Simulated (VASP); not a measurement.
The system is AlO2.

```xyz
6
Lattice="1.4882 -5.4028 0.0000 1.4882 5.4028 0.0000 0.0000 0.0000 3.6466" Properties=species:S:1:pos:R:3 pbc="T T T"
Al    1.4882   -1.8168    2.7350
Al    1.4882    1.8168    0.9117
O     1.4882    4.7429    2.7350
O     1.4882   -4.7429    0.9117
O     1.4882    2.2240    2.7350
O     1.4882   -2.2240    0.9117
```

Base run:

```yaml
Program: VASP 6.6.1
Functional: revPBE
Potentials_or_basis: VASP PAW PBE potentials, release 64 (Al, O)
Cutoff: 520 eV
k_mesh: 9 × 9 × 7
Occupations: fermi-dirac, width 0.05 eV
Spin: no spin polarisation
```

Its results: band gap on the k mesh zero (bands 15 and 16 overlap by 0.40 eV); pressure 1.9 GPa; largest force 0.752 eV/Å.

**Question.** The run is repeated on the same cell with these changes: functional from revPBE to r2SCAN. What comes out?

**Answer.** Band gap on the k mesh zero (bands 15 and 16 overlap by 0.39 eV); pressure -7.8 GPa; largest force 0.774 eV/Å.

Caveats: the PAW data sets were made with another functional, which shifts forces and pressure a little; the cell stands under tension (at least some runs).
